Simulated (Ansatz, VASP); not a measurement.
# Two plane-wave programs on Sr3Sn2Bi2

```
Bi Sn Sr
1.0
     0.00000    0.00000    5.30319
     4.65829    0.00000    0.00000
     2.32915   10.46138   -2.65159
Bi Sn Sr
2 2 3
Cartesian
  2.3291 9.1600 0.0000
  4.6583 1.3014 2.6516
  4.6583 7.5929 0.0000
  2.3291 2.8685 2.6516
  2.3291 0.0000 0.0000
  4.6583 3.8268 0.0000
  2.3291 6.6346 2.6516
```

Alike in both runs: task single point; functional PBE; k mesh 4 × 4 × 4; occupations fermi-dirac, width 0.0737 eV; no spin polarisation.

|  | VASP | Ansatz |
| --- | --- | --- |
| version | VASP 6.6.1 | Ansatz 0.2.0 |
| potentials or method | VASP PAW PBE potentials, release 64 (Bi_d, Sn_d, Sr_sv), cutoff 520 eV | PAW plane waves |
| valence electrons in the cell | 88 | 88 |

```csv
,VASP,Ansatz,Ansatz less VASP
gap on the k mesh at the Fermi level (eV),none,none,-
pressure (GPa),4.7,4.7,0.00
"traceless stress, the component that is largest in VASP (GPa)",-7.41,-7.41,-0.001
rms of the force components (eV/Å),1.297,1.296,-0.0010
```

Atom by atom the forces differ by 0.002 eV/Å (rms over components). A gap of «none» marks a metal or a gap that the smearing closes.

Neither program's run includes spin-orbit coupling.
